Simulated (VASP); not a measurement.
Here is a VASP 6.6.1 calculation.

INCAR

```
PREC = Accurate ; ENCUT = 520
EDIFF = 1E-6 ; ISMEAR = -1
SIGMA = 0.05 ; LREAL = F
LASPH = T ; NELM = 60
ALGO = Normal ; ISIF = 2
LWAVE = F ; LCHARG = F
GGA = VW ; NBANDS = 13
```

The input KPOINTS:

```
regular mesh
0
Gamma
  9 9 9
```

The input POSCAR:

```
Pb
1.0
    0.0000000000      2.4914113386      2.4914113386
    2.4914113386      0.0000000000      2.4914113386
    2.4914113386      2.4914113386      0.0000000000
Pb
1
Direct
    0.0000000000      0.0000000000      0.0000000000
```

Potentials or basis: VASP PAW PBE potentials, release 64 (Pb_d).

The run is started by

```console
$ cat potpaw_PBE.64/Pb_d/POTCAR > POTCAR
$ mpirun -np 1 vasp_std > vasp.out
```

Problem. Estimate the band gap on the k mesh.

Solution. Zero (band 7 reaches 13.86 eV, above the bottom of band 8 at 5.18 eV).

Problem. Predict the pressure.

Solution. -3.1 GPa.

Caveat: the PAW data sets were made with another functional, which shifts forces and pressure a little; spin-orbit coupling is left out, which moves the levels of the heavy elements.
